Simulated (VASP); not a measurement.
# HW8C8Cl in VASP: single point with PBEsol

Aim: the single point of HW8C8Cl with PBEsol.

All numbers are computed with VASP 6.6.1; they aren't measurements. Logs are shortened: lines on timing, memory, paths and dates and some standing lists are left out, and cuts for length are marked.

## Step 1: The cell of the first run

The cell holds a slab with vacuum, 18 atoms: a = 5.672 Å, b = 5.672 Å, c = 17.180 Å, α = 90.00°, β = 90.00°, γ = 120.00°.

## Step 2: Single point, PBEsol

The input, INCAR:

```
ALGO = Normal ; EDIFF = 1E-6
ENCUT = 520 ; GGA = PS
ISIF = 2 ; ISMEAR = 0
LASPH = T ; LCHARG = F
LREAL = Auto ; LWAVE = F
NBANDS = 91 ; NELM = 100
PREC = Accurate ; SIGMA = 0.15
```

The input, KPOINTS:

```
k-points
0
Gamma
  4 4 1
```

The input, POSCAR:

```
HW8C8Cl
1.0
    5.6722801830     -0.0000001057      0.0000000000
   -2.8361401830      4.9123388943      0.0000000000
    0.0000000000      0.0000000000     17.1797200000
W C Cl H
8 8 1 1
Direct
    0.0000000000      0.0000000000      0.0582081700
   -0.0020186031     -0.0010093016      0.2255628340
   -0.0000000200      0.4999999900      0.0582081700
   -0.0017837196      0.4991081402      0.2256403857
    0.4999999900      0.0000000100      0.0582081700
    0.4972431394     -0.0022092448      0.2234268334
    0.4999999900      0.4999999800      0.0582081700
    0.4972431394      0.4994523842      0.2234268334
    0.3318814744      0.1659407372      0.1361376592
    0.3378069721      0.1689034861      0.2999632231
    0.3325081568      0.6662540784      0.1360870866
    0.3372519966      0.6686259983      0.2980652590
    0.8341957326      0.1668537622      0.1355061908
    0.8193775682      0.1591777409      0.2913858952
    0.8341957326      0.6673419703      0.1355061908
    0.8193775682      0.6601998273      0.2913858952
    0.3197286559      0.1598643279      0.3988155154
    0.3216813323     -0.3391593339      0.3617047665
```

Potentials or basis: VASP PAW PBE potentials, release 64 (W_sv, C, Cl, H).

Started as:

```
$ cat potpaw_PBE.64/W_sv/POTCAR potpaw_PBE.64/C/POTCAR potpaw_PBE.64/Cl/POTCAR potpaw_PBE.64/H/POTCAR > POTCAR
$ mpirun -np 1 vasp_std > vasp.out
```

OUTCAR:

```text
EDIFF = 1E-6
   ENCUT = 520
   GGA = PS
   ISIF = 2
   ISMEAR = 0
   LASPH = T
   LREAL = Auto
   NELM = 100
   PREC = Accurate

 ion  position               nearest neighbor table
   1  0.000  0.000  0.058-  13 2.11  15 2.11   9 2.11   7 2.84   5 2.84   7 2.84   5 2.84   3 2.84
                             3 2.84   2 2.88
   2  0.998  0.999  0.226-  16 2.01  14 2.01  10 2.10  15 2.25  13 2.25   9 2.25   6 2.84   8 2.84
                             4 2.84   4 2.84   8 2.84   6 2.84   1 2.88
   3  1.000  0.500  0.058-  15 2.11  13 2.11  11 2.11   5 2.84   7 2.84   5 2.84   7 2.84   1 2.84
                             1 2.84   4 2.88
   4  0.998  0.499  0.226-  14 2.02  16 2.02  12 2.08  15 2.25  13 2.25  11 2.25   6 2.83   8 2.83
                             2 2.84   2 2.84   6 2.84   8 2.84   3 2.88
   5  0.500  0.000  0.058-  13 2.11  11 2.12   9 2.12   3 2.84   1 2.84   7 2.84   3 2.84   1 2.84
                             7 2.84   6 2.84
   6  0.497  0.998  0.223-  14 1.97  12 2.06  10 2.09  11 2.21   9 2.22  13 2.24   8 2.83   4 2.83
                             2 2.84   2 2.84   5 2.84   4 2.84   8 2.85
   7  0.500  0.500  0.058-  15 2.11  11 2.12   9 2.12   1 2.84   3 2.84   5 2.84   1 2.84   3 2.84
                             5 2.84   8 2.84
   8  0.497  0.499  0.223-  16 1.97  12 2.06  10 2.09  11 2.21   9 2.22  15 2.24   6 2.83   4 2.83
                             2 2.84   2 2.84   7 2.84   4 2.84   6 2.85
   9  0.332  0.166  0.136-   1 2.11   7 2.12   5 2.12   8 2.22   6 2.22   2 2.25
  10  0.338  0.169  0.300-  17 1.70   8 2.09   6 2.09   2 2.10
  11  0.333  0.666  0.136-   3 2.11   5 2.12   7 2.12   6 2.21   8 2.21   4 2.25
  12  0.337  0.669  0.298-  18 1.10   6 2.06   8 2.06   4 2.08
  13  0.834  0.167  0.136-   1 2.11   3 2.11   5 2.11   6 2.24   2 2.25   4 2.25
  14  0.819  0.159  0.291-   6 1.97   2 2.01   4 2.02
  15  0.834  0.667  0.136-   1 2.11   3 2.11   7 2.11   8 2.24   2 2.25   4 2.25
  16  0.819  0.660  0.291-   8 1.97   2 2.01   4 2.02
  17  0.320  0.160  0.399-  10 1.70
  18  0.322  0.661  0.362-  12 1.10

  LATTYP: Found a hexagonal cell.
 ALAT       =     5.6722801830
 C/A-ratio  =     3.0287149869

  Lattice vectors:

 A1 = (   5.6722801830,  -0.0000001057,   0.0000000000)
 A2 = (  -2.8361401830,   4.9123388943,   0.0000000000)
 A3 = (   0.0000000000,   0.0000000000,  17.1797200000)

Analysis of symmetry for initial positions (statically):
=====================================================================
 Subroutine PRICEL returns:
 Original cell was already a primitive cell.

 Routine SETGRP: Setting up the symmetry group for a
 hexagonal supercell.

 Subroutine GETGRP returns: Found  2 space group operations
 (whereof  2 operations were pure point group operations)
 out of a pool of 24 trial point group operations.

The static configuration has the point symmetry C_1h.

Analysis of symmetry for dynamics (positions and initial velocities):
=====================================================================
 Subroutine PRICEL returns:
 Original cell was already a primitive cell.

 Routine SETGRP: Setting up the symmetry group for a
 hexagonal supercell.

 Subroutine GETGRP returns: Found  2 space group operations
 (whereof  2 operations were pure point group operations)
 out of a pool of 24 trial point group operations.

The dynamic configuration has the point symmetry C_1h.

 Subroutine INISYM returns: Found  2 space group operations
 (whereof  2 operations are pure point group operations),
 and found     1 'primitive' translations

----------------------------------------------------------------------------------------

                                     Primitive cell

  volume of cell :     478.6985

  direct lattice vectors                    reciprocal lattice vectors
     5.672280183 -0.000000106  0.000000000     0.176295948  0.101784513  0.000000000
    -2.836140183  4.912338894  0.000000000     0.000000004  0.203569019  0.000000000
     0.000000000  0.000000000 17.179720000     0.000000000  0.000000000  0.058208166

  length of vectors
     5.672280183  5.672280366 17.179720000     0.203569026  0.203569019  0.058208166

  position of ions in fractional coordinates (direct lattice)
     0.000000000  0.000000000  0.058208170
     0.997981397  0.998990698  0.225562834
     0.999999980  0.499999990  0.058208170
     0.998216280  0.499108140  0.225640386
     0.499999990  0.000000010  0.058208170
     0.497243139  0.997790755  0.223426833
[... 10 lines left out ...]
     0.319728656  0.159864328  0.398815515
     0.321681332  0.660840666  0.361704766

  ion indices of the primitive-cell ions
   primitive index   ion index
                 1           1
                 2           2
                 3           3
                 4           4
                 5           5
                 6           6
[... 10 lines left out ...]
                17          17
                18          18

----------------------------------------------------------------------------------------

 KPOINTS: k-points

Automatic generation of k-mesh.
 Grid dimensions read from file:
 generate k-points for:    4    4    1

 Generating k-lattice:

  Cartesian coordinates                     Fractional coordinates (reciprocal lattice)
     0.044073987  0.025446128  0.000000000     0.250000000  0.000000000  0.000000000
     0.000000001  0.050892255  0.000000000     0.000000000  0.250000000  0.000000000
     0.000000000  0.000000000  0.058208166     0.000000000  0.000000000  1.000000000

  Length of vectors
     0.050892256  0.050892255  0.058208166

  Shift w.r.t. Gamma in fractional coordinates (k-lattice)
     0.000000000  0.000000000  0.000000000

 Subroutine IBZKPT returns following result:
 ===========================================

 Found      7 irreducible k-points:

 Following reciprocal coordinates:
            Coordinates               Weight
  0.000000  0.000000  0.000000      1.000000
  0.250000  0.000000  0.000000      2.000000
  0.000000  0.250000  0.000000      4.000000
  0.500000  0.000000  0.000000      1.000000
  0.000000  0.500000  0.000000      2.000000
  0.250000  0.250000  0.000000      4.000000
 -0.250000  0.500000  0.000000      2.000000
   k-points           NKPTS =      7   k-points in BZ     NKDIM =      7   number of bands    NBANDS=     91
   number of dos      NEDOS =    301   number of ions     NIONS =     18
   total plane-waves  NPLWV = 225792
   dimension x,y,z NGX =    42 NGY =   42 NGZ =  128
   dimension x,y,z NGXF=    84 NGYF=   84 NGZF=  256
   ions per type =               8   8   1   1
   NGX,Y,Z   is equivalent  to a cutoff of  12.31, 12.31, 12.39 a.u.
   NGXF,Y,Z  is equivalent  to a cutoff of  24.62, 24.62, 24.77 a.u.
 SYSTEM =  unknown system
   PREC   = accura    normal or accurate (medium, high low for compatibility)
   ISTART =      0    job   : 0-new  1-cont  2-samecut
   ICHARG =      2    charge: 1-file 2-atom 10-const
   ISPIN  =      1    spin polarized calculation?
   LNONCOLLINEAR =      F non collinear calculations
   LSORBIT =      F    spin-orbit coupling
   LASPH  =      T    aspherical Exc in radial PAW
   ENCUT  =  520.0 eV  38.22 Ry    6.18 a.u.  10.55 10.55 31.94*2*pi/ulx,y,z
   NELM   =    100;   NELMIN=  2; NELMDL= -5     # of ELM steps
   EDIFF  = 0.1E-05   stopping-criterion for ELM
   LREAL  =      T    real-space projection
   EDIFFG = 0.1E-04   stopping-criterion for IOM
   NSW    =      0    number of steps for IOM
   IBRION =     -1    ionic relax: 0-MD 1-quasi-New 2-CG
   NFREE  =      0    steps in history (QN), initial steepest desc. (CG)
   ISIF   =      2    stress and relaxation
   ISYM   =      2    0-nonsym 1-usesym 2-fastsym
   POTIM  = 0.5000    time-step for ionic-motion
   TEBEG  =    0.0;   TEEND  =   0.0 temperature during run
   PSTRESS=    0.0 pullay stress
   NELECT =     152.0000    total number of electrons
   NUPDOWN=      -1.0000    fix difference up-down
   EMIN   =  10.00;   EMAX   =-10.00  energy-range for DOS
   EFERMI =   0.00;   METHOD = LEGACY
   ISMEAR =     0;   SIGMA  =   0.15  broadening in eV -4-tet -1-fermi 0-gaus
   EFERMI_NEDOS =   21; number of points for ismear=-14 and -15
   IALGO  =     38    algorithm
   IMIX   =      4    mixing-type and parameters
     AMIX     =   0.40;   BMIX     =  1.00
     AMIX_MAG =   1.60;   BMIX_MAG =  1.00
  volume/ion in A,a.u.               =      26.59       179.47
  Fermi-wavevector in a.u.,A,eV,Ry     =   1.116868  2.110575 16.971840  1.247395
  Thomas-Fermi vector in A             =   2.253486
   LORBIT       =      0    0 simple, 1 ext, 2 COOP (PROOUT), +10 PAW based schemes
   GGA     = PS    functional components
   LHFCALC =     F    Hartree Fock is set to
   AEXX    =    0.0000 exact exchange contribution
   IVDW    =     0    specifies the selected vdW correction
   LEPSILON=     F    determine dielectric tensor
   LRPA    =     F    only Hartree local field effects (RPA)
 non-spin polarized calculation
 Gauss-broadening in eV      SIGMA  =   0.15
  energy-cutoff  :      520.00
  volume of cell :      478.70
 maximum number of plane-waves:     12939
   NGX = 21   NGY = 21   NGZ = 63

 number of electron     152.0000012 magnetization

 Free energy of the ion-electron system (eV)
  ---------------------------------------------------
  ext. energy  EPLUGINS =         0.00000000
  ---------------------------------------------------
  free energy    TOTEN  =      -180.58975719 eV

  energy without entropy =     -180.50123783  energy(sigma->0) =     -180.54549751

 E-fermi :   0.5646     XC(G=0):  -6.3795

 val. band max:        0.5602217590   @ k =   0.2500   0.0000   0.0000
 cond. band min:       0.5899391267   @ k =   0.5000   0.0000   0.0000
 fundamental gap:      0.0297173677
 Fermi energy:         0.5646149199

 k-point     1 :       0.0000    0.0000    0.0000
  band No.  band energies     occupation
      1     -73.1188      2.00000
      2     -73.0426      2.00000
      3     -73.0420      2.00000
      4     -73.0367      2.00000
      5     -72.8611      2.00000
      6     -72.8094      2.00000
[... 626 lines left out ...]
     87       3.4380      0.00000
     88       3.9366      0.00000
 [bands above 88 left out]

------------------------ aborting loop because EDIFF is reached ----------------------------------------

  FORCE on cell =-STRESS in cart. coord.  units (eV):
  Direction    XX          YY          ZZ          XY          YZ          ZX
  --------------------------------------------------------------------------------------
  -------------------------------------------------------------------------------------
  Total       16.8634297     16.0048224      0.5379532      0.7435757      0.0366440      0.0634675
  in kB       56.4409631     53.5672521      1.8004996      2.4887067      0.1226454      0.2124222
  external PRESSURE =      37.2695716 kB  Pullay stress =       0.0000000 kB

 VOLUME and BASIS-vectors are now :
 -----------------------------------------------------------------------------
  energy-cutoff  :      520.00
  volume of cell :      478.70
      direct lattice vectors                 reciprocal lattice vectors
     5.672280183 -0.000000106  0.000000000     0.176295948  0.101784513  0.000000000
    -2.836140183  4.912338894  0.000000000     0.000000004  0.203569019  0.000000000
     0.000000000  0.000000000 17.179720000     0.000000000  0.000000000  0.058208166

 POSITION                                       TOTAL-FORCE (eV/Angst)
 -----------------------------------------------------------------------------------
      0.00000      0.00000      1.00000         0.022301      0.012875     -0.043381
      2.82755      4.90738      3.87511        -0.000906     -0.000523     -0.048659
      4.25421      2.45617      1.00000         0.042506      0.024541     -0.051488
      4.24662      2.45179      3.87644         0.019941      0.011513     -0.048627
      2.83614     -0.00000      1.00000        -0.042555     -0.001439     -0.045735
     -0.00937      4.90149      3.83841        -0.039338      0.001667     -0.040784
[... 10 lines left out ...]
      1.36019      0.78531      6.85154         0.008384      0.004840     -0.084189
     -0.04957      3.24627      6.21399         0.001688      0.000975      0.031273
 -----------------------------------------------------------------------------------
    total drift:                               -0.008514     -0.004915      0.034715

  FREE ENERGIE OF THE ION-ELECTRON SYSTEM (eV)
  ---------------------------------------------------
  free  energy   TOTEN  =      -180.5897571860 eV

  energy  without entropy=     -180.5012378349  energy(sigma->0) =     -180.54549751
```

It took 34 min on 1 thread of Intel Xeon 8259CL, shared host; peak memory 0.62 GiB.

Results:

| Property | Result |
| --- | --- |
| Free energy | -180.5898 eV |
| Largest force | 0.152 eV/Å |
| Band gap on the k mesh | zero (bands 76 and 77 overlap by 0.86 eV) |

Forces in eV/Å, atoms in the order of the input:
```
W    0.022  0.013 -0.043
W   -0.001 -0.001 -0.049
W    0.043  0.025 -0.051
W    0.020  0.012 -0.049
W   -0.043 -0.001 -0.046
W   -0.039  0.002 -0.041
W   -0.023 -0.036 -0.046
W   -0.018 -0.035 -0.041
C    0.014  0.008  0.016
C   -0.015 -0.009  0.151
C   -0.023 -0.013 -0.002
C    0.017  0.010  0.050
C    0.009 -0.004  0.014
C    0.017  0.000  0.087
C    0.001  0.010  0.014
C    0.008  0.015  0.087
Cl   0.008  0.005 -0.084
H    0.002  0.001  0.031
```

Caveat: there is no dipole correction, which matters where the two faces differ; the PAW data sets were made with another functional, which shifts forces and pressure a little; spin-orbit coupling is left out, which moves the levels of the heavy elements.

The gap in the log of VASP goes by the Fermi energy; the results here count the filled bands.